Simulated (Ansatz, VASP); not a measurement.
**One calculation of PtS2, two programs**

```
CELL_PARAMETERS angstrom
3.55264 0.00000 0.00000
-1.77632 3.07668 0.00000
0.00000 0.00000 5.12272
ATOMIC_POSITIONS crystal
Pt 0.00000 0.00000 0.00000
S 0.66667 0.33333 0.76074
S 0.33333 0.66667 0.23926
```

Alike in both runs: task single point; functional HSE06; k mesh 6 × 6 × 4; no spin polarisation.

|  | VASP | Ansatz |
| --- | --- | --- |
| version | VASP 6.6.1 | Ansatz 0.2.0 |
| potentials or method | VASP PAW PBE potentials, release 64 (Pt, S) | plane waves, PAW |
| plane-wave cutoff (eV) | 400 | 420 |
| occupations | gaussian, width 0.01 eV | fixed |
| valence electrons in the cell | 22 | 30 |

|  | VASP | Ansatz | Ansatz less VASP |
| --- | --- | --- | --- |
| gap on the k mesh at the Fermi level (eV) | 1.40 | 1.42 | +0.019 |
| pressure (GPa) | -1.4 | -1.0 | +0.42 |
| traceless stress, the component that is largest in VASP (GPa) | 0.92 | 0.82 | -0.098 |
| rms of the force components (eV/Å) | 0.194 | 0.178 | -0.0153 |

Atom by atom the forces differ by 0.015 eV/Å (rms over components). VASP's potentials hold 22 valence electrons a cell and Ansatz's 30, so a difference there can come from the potentials and not from the codes. Ansatz's warnings: stress exchange threshold loose, stress scf threshold loose.

Spin-orbit coupling is off throughout.
